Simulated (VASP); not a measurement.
# Ni (Fd-3m) in VASP: further runs, part 2 of 2

VASP 6.6.1. Earlier steps stand in the parts before.

**3. Relaxation of cell and atoms, r2SCAN+D4, collinear spin, ferromagnetic start**

This run uses another cell than the first one, of 14.26 Å³/atom.

POSCAR reads:

```
Ni
1.0
    0.0000000000      2.4250000000      2.4250000000
    2.4250000000      0.0000000000      2.4250000000
    2.4250000000      2.4250000000      0.0000000000
Ni
2
Direct
    1.0000000000      1.0000000000      1.0000000000
    0.2500000000      0.2500000000      0.2500000000
```

INCAR.step1 reads:

```
SYSTEM = Ni
PREC = Accurate ; ENCUT = 660
ISMEAR = -1 ; SIGMA = 0.05
LREAL = .FALSE. ; LASPH = .TRUE.
NELM = 200 ; ISPIN = 2
MAGMOM = 1.5 1.5 ; LMAXMIX = 4
GGA = PE ; ALGO = Normal
EDIFF = 1E-5 ; LWAVE = .TRUE.
LCHARG = .FALSE. ; GGA_COMPAT = .FALSE.
IBRION = 2 ; ISIF = 3
EDIFFG = -0.005 ; NELMIN = 4
NSW = 100
```

INCAR.step2 reads:

```
SYSTEM = Ni
PREC = Accurate ; ENCUT = 660
EDIFF = 1E-7 ; ISMEAR = -1
SIGMA = 0.05 ; LREAL = .FALSE.
LASPH = .TRUE. ; NELM = 200
ALGO = Normal ; ISIF = 3
LWAVE = .FALSE. ; LCHARG = .FALSE.
ISPIN = 2 ; MAGMOM = 1.5 1.5
LORBIT = 11 ; LMAXMIX = 4
METAGGA = R2SCAN ; LMIXTAU = .TRUE.
IVDW = 13 ; VDW_S6 = 1.0
VDW_S8 = 0.6018749 ; VDW_A1 = 0.51559235
VDW_A2 = 5.77342911 ; IBRION = 2
NSW = 80 ; EDIFFG = -0.02
ISTART = 1 ; GGA_COMPAT = .FALSE.
NELMIN = 4
```

KPOINTS reads:

```
Automatic mesh
0
G
  6 6 6
  0 0 0
```

Potentials or basis: VASP PAW PBE potentials, release 64 (Ni).

On the command line:

```bash
$ cat potpaw_PBE.64/Ni/POTCAR > POTCAR
$ cp INCAR.step1 INCAR
$ mpirun -np 1 vasp_std > vasp.out
$ cp INCAR.step2 INCAR
$ mpirun -np 1 vasp_std > vasp.out
```

OUTCAR:

```text
SYSTEM = Ni
   PREC = Accurate
   ENCUT = 660
   EDIFF = 1E-7
   ISMEAR = -1
   LREAL = .FALSE.
   LASPH = .TRUE.
   NELM = 200
   ISIF = 3
   ISPIN = 2
   LORBIT = 11
   METAGGA = R2SCAN
   IVDW = 13
   IBRION = 2
   NSW = 80
   EDIFFG = -0.02
   ISTART = 1
   NELMIN = 4

 ion  position               nearest neighbor table
   1  0.000  0.000  0.000-   2 2.10   2 2.10   2 2.10   2 2.10
   2  0.250  0.250  0.250-   1 2.10   1 2.10   1 2.10   1 2.10

  LATTYP: Found a face centered cubic cell.
 ALAT       =     4.8500000000

  Lattice vectors:

 A1 = (   0.0000000000,   2.4250000000,   2.4250000000)
 A2 = (   2.4250000000,   0.0000000000,   2.4250000000)
 A3 = (   2.4250000000,   2.4250000000,   0.0000000000)

Analysis of symmetry for initial positions (statically):
=====================================================================
 Subroutine PRICEL returns:
 Original cell was already a primitive cell.

 Routine SETGRP: Setting up the symmetry group for a
 face centered cubic supercell.

 Subroutine GETGRP returns: Found 48 space group operations
 (whereof 24 operations were pure point group operations)
 out of a pool of 48 trial point group operations.

The static configuration has the point symmetry T_d .
 The point group associated with its full space group is O_h .

Analysis of symmetry for dynamics (positions and initial velocities):
=====================================================================
 Subroutine PRICEL returns:
 Original cell was already a primitive cell.

 Routine SETGRP: Setting up the symmetry group for a
 face centered cubic supercell.

 Subroutine GETGRP returns: Found 48 space group operations
 (whereof 24 operations were pure point group operations)
 out of a pool of 48 trial point group operations.

The dynamic configuration has the point symmetry T_d .
 The point group associated with its full space group is O_h .

Analysis of structural, dynamic, and magnetic symmetry:
=====================================================================
 Subroutine PRICEL returns:
 Original cell was already a primitive cell.

 Routine SETGRP: Setting up the symmetry group for a
 face centered cubic supercell.

 Subroutine GETGRP returns: Found 48 space group operations
 (whereof 24 operations were pure point group operations)
 out of a pool of 48 trial point group operations.

The overall configuration has the point symmetry T_d .
 The point group associated with its full space group is O_h .

 Subroutine INISYM returns: Found 48 space group operations
 (whereof 24 operations are pure point group operations),
 and found     1 'primitive' translations

----------------------------------------------------------------------------------------

                                     Primitive cell

  volume of cell :      28.5210

  direct lattice vectors                    reciprocal lattice vectors
     0.000000000  2.425000000  2.425000000    -0.206185567  0.206185567  0.206185567
     2.425000000  0.000000000  2.425000000     0.206185567 -0.206185567  0.206185567
     2.425000000  2.425000000  0.000000000     0.206185567  0.206185567 -0.206185567

  length of vectors
     3.429467889  3.429467889  3.429467889     0.357123878  0.357123878  0.357123878

  position of ions in fractional coordinates (direct lattice)
     0.000000000  0.000000000  0.000000000
     0.250000000  0.250000000  0.250000000

  ion indices of the primitive-cell ions
   primitive index   ion index
                 1           1
                 2           2

[... 44 lines left out ...]
   k-points           NKPTS =     16   k-points in BZ     NKDIM =     16   number of bands    NBANDS=     16
   number of dos      NEDOS =    301   number of ions     NIONS =      2
   total plane-waves  NPLWV =  27000
   dimension x,y,z NGX =    30 NGY =   30 NGZ =   30
   dimension x,y,z NGXF=    60 NGYF=   60 NGZF=   60
   ions per type =               2
   NGX,Y,Z   is equivalent  to a cutoff of  14.54, 14.54, 14.54 a.u.
   NGXF,Y,Z  is equivalent  to a cutoff of  29.09, 29.09, 29.09 a.u.
 SYSTEM =  Ni
   PREC   = accura    normal or accurate (medium, high low for compatibility)
   ISTART =      1    job   : 0-new  1-cont  2-samecut
   ICHARG =      0    charge: 1-file 2-atom 10-const
   ISPIN  =      2    spin polarized calculation?
   LNONCOLLINEAR =      F non collinear calculations
   LSORBIT =      F    spin-orbit coupling
   LASPH  =      T    aspherical Exc in radial PAW
   ENCUT  =  660.0 eV  48.51 Ry    6.96 a.u.   7.18  7.18  7.18*2*pi/ulx,y,z
   NELM   =    200;   NELMIN=  4; NELMDL=  0     # of ELM steps
   EDIFF  = 0.1E-06   stopping-criterion for ELM
   LREAL  =      F    real-space projection
   EDIFFG = -.2E-01   stopping-criterion for IOM
   NSW    =     80    number of steps for IOM
   IBRION =      2    ionic relax: 0-MD 1-quasi-New 2-CG
   NFREE  =      1    steps in history (QN), initial steepest desc. (CG)
   ISIF   =      3    stress and relaxation
   ISYM   =      2    0-nonsym 1-usesym 2-fastsym
   POTIM  = 0.5000    time-step for ionic-motion
   TEBEG  =    0.0;   TEEND  =   0.0 temperature during run
   PSTRESS=    0.0 pullay stress
   NELECT =      20.0000    total number of electrons
   NUPDOWN=      -1.0000    fix difference up-down
   EMIN   =  10.00;   EMAX   =-10.00  energy-range for DOS
   EFERMI =   0.00;   METHOD = LEGACY
   ISMEAR =    -1;   SIGMA  =   0.05  broadening in eV -4-tet -1-fermi 0-gaus
   EFERMI_NEDOS =   21; number of points for ismear=-14 and -15
   IALGO  =     38    algorithm
   IMIX   =      4    mixing-type and parameters
     AMIX     =   0.40;   BMIX     =  1.00
     AMIX_MAG =   1.60;   BMIX_MAG =  1.00
  volume/ion in A,a.u.               =      14.26        96.23
  Fermi-wavevector in a.u.,A,eV,Ry     =   1.454442  2.748497 28.781787  2.115402
  Thomas-Fermi vector in A             =   2.571592
   LORBIT       =     11    0 simple, 1 ext, 2 COOP (PROOUT), +10 PAW based schemes
   METAGGA = R2SCAN    functional components
   LHFCALC =     F    Hartree Fock is set to
   AEXX    =    0.0000 exact exchange contribution
   IVDW    =    13    specifies the selected vdW correction
   LEPSILON=     F    determine dielectric tensor
   LRPA    =     F    only Hartree local field effects (RPA)
 conjugate gradient relaxation of ions
 spin polarized calculation
  energy-cutoff  :      660.00
  volume of cell :       28.52
 maximum number of plane-waves:      1113
 NGX is ok and might be reduce to    30
   NGX = 15   NGY = 15   NGZ = 15

--------------------------------------- Ionic step        1  -------------------------------------------

 number of electron      20.0000005 magnetization      -1.6382951

 Free energy of the ion-electron system (eV)
  ---------------------------------------------------
  ext. energy  EPLUGINS =         0.00000000
  ---------------------------------------------------
  free energy    TOTEN  =       -21.26857683 eV

  energy without entropy =      -21.25072586  energy(sigma->0) =      -21.25965135

------------------------ aborting loop because EDIFF is reached ----------------------------------------

  DFT-D4 for vdW energy calculation

  Edisp (eV):   -0.27282
[... 111 lines left out ...]
--------------------------------------- Ionic step        4  -------------------------------------------

 number of electron      20.0000014 magnetization       1.6486399

 Free energy of the ion-electron system (eV)
  ---------------------------------------------------
  ext. energy  EPLUGINS =         0.00000000
  ---------------------------------------------------
  free energy    TOTEN  =       -21.39362198 eV

  energy without entropy =      -21.37142830  energy(sigma->0) =      -21.38252514

 E-fermi :   5.0551     XC(G=0): -11.5182

 val. band max:        5.0415059858   @ k =   0.0000   0.0000   0.0000
 cond. band min:       5.0752787379   @ k =   0.1667   0.0000   0.0000
 fundamental gap:      0.0337727521
 Fermi energy:         5.0550528436

 spin component 1

 k-point     1 :       0.0000    0.0000    0.0000
  band No.  band energies     occupation
      1      -1.9665      1.00000
      2       1.3175      1.00000
      3       1.3175      1.00000
      4       1.3176      1.00000
      5       1.3480      1.00000
      6       1.3480      1.00000
[... 280 lines left out ...]
      2       0.8522      1.00000
      3       1.5509      1.00000
      4       1.5509      1.00000
      5       2.1495      1.00000
      6       2.1495      1.00000
[... 8 lines left out ...]
     15      17.4108      0.00000
     16      17.4108      0.00000
 Fermi energy:         5.0550528436

 spin component 2

 k-point     1 :       0.0000    0.0000    0.0000
  band No.  band energies     occupation
      1      -2.1183      1.00000
      2       2.2471      1.00000
      3       2.2472      1.00000
      4       2.4212      1.00000
      5       2.4212      1.00000
      6       2.4212      1.00000
[... 326 lines left out ...]
  FREE ENERGIE OF THE ION-ELECTRON SYSTEM (eV)
  ---------------------------------------------------
  free  energy   TOTEN  =       -21.6637843508 eV

  energy  without entropy=      -21.6415906671  energy(sigma->0) =      -21.65268751

 reached required accuracy - stopping structural energy minimisation

 total charge

# of ion       s       p       d       tot
------------------------------------------
    1        0.570   0.372   8.356   9.298
    2        0.570   0.372   8.356   9.298
--------------------------------------------------
tot          1.140   0.744  16.712  18.597

 magnetization (x)

# of ion       s       p       d       tot
------------------------------------------
    1       -0.025  -0.035   0.893   0.834
    2       -0.025  -0.035   0.893   0.834
--------------------------------------------------
tot         -0.050  -0.070   1.787   1.668
```

It took 15 min on 1 thread of Intel Xeon Platinum 8259CL at 2.50GHz (Skylake/Cascade Lake), shared host; peak memory 0.21 GiB.

Results:

- Free energy: -21.6638 eV
- Relaxed volume: 16.03 Å³/atom
- Relaxed cell: a = 3.566 Å, b = 3.566 Å, c = 3.566 Å, α = 60.00°, β = 60.00°, γ = 60.00°
- Space group after relaxing (to 0.1 Å): Fd-3m (No. 227)
- Energy gained by relaxing: 61.2 meV/atom
- Ionic steps: 4
- Pressure after relaxing: 0.2 GPa
- Net moment: 1.65 μB per cell
- Site moments: Ni +0.83 μB
- Valence electrons inside the program's atomic spheres: Ni 9.30
- Dispersion energy per atom: -0.135 eV

Step by step:
| step | energy change (eV) | largest force (eV/Å) | pressure (GPa) | volume (Å³) |
| --- | --- | --- | --- | --- |
| 1 | 0.0000 | 0.0000 | 12.76 | 28.52 |
| 2 | -0.1013 | 0.0000 | -5.00 | 33.47 |
| 3 | -0.1217 | 0.0000 | 0.81 | 31.85 |
| 4 | -0.1224 | 0.0000 | 0.17 | 32.07 |

Final structure:
```yaml
crystal:
  lattice:
    - [0.00000, 2.52163, 2.52163]
    - [2.52163, 0.00000, 2.52163]
    - [2.52163, 2.52163, 0.00000]
  atoms:
    - { symbol: Ni, position: [0.00000, 0.00000, 0.00000] }
    - { symbol: Ni, position: [0.25000, 0.25000, 0.25000] }
```

Levels at points of the mesh, in eV from the Fermi level:
Spin up:
| k point | band 8 | band 9 | band 10 | band 11 | band 12 | band 13 | band 14 | band 15 |
| --- | --- | --- | --- | --- | --- | --- | --- | --- |
| (0.00, 0.00, 0.00) | -2.22 | -2.22 | -1.18 | -1.18 | 12.16 | 12.16 | 12.16 | 12.66 |
| (0.50, 0.00, 0.00) | -1.83 | -1.69 | -1.39 | -1.39 | 0.05 | 8.83 | 8.83 | 12.75 |
| (0.50, 0.50, 0.00) | -2.39 | -1.27 | -1.27 | 0.78 | 0.78 | 4.53 | 4.53 | 9.57 |
Spin down:
```csv
k point,band 5,band 6,band 7,band 8,band 9,band 10,band 11,band 12,band 13,band 14
"(0.00, 0.00, 0.00)",-2.63,-2.63,-0.90,-0.90,-0.90,-0.01,-0.01,12.32,12.32,12.32
"(0.50, 0.00, 0.00)",-2.59,-2.55,-1.79,-0.76,-0.76,0.03,0.03,1.17,8.89,8.89
"(0.50, 0.50, 0.00)",-2.32,-2.32,-1.35,-1.35,0.22,0.22,1.44,1.44,4.43,4.43
```

Caveat: the k points lie up to 0.36 Å⁻¹ apart in the final cell; the PAW data sets were made with another functional, which shifts forces and pressure a little.
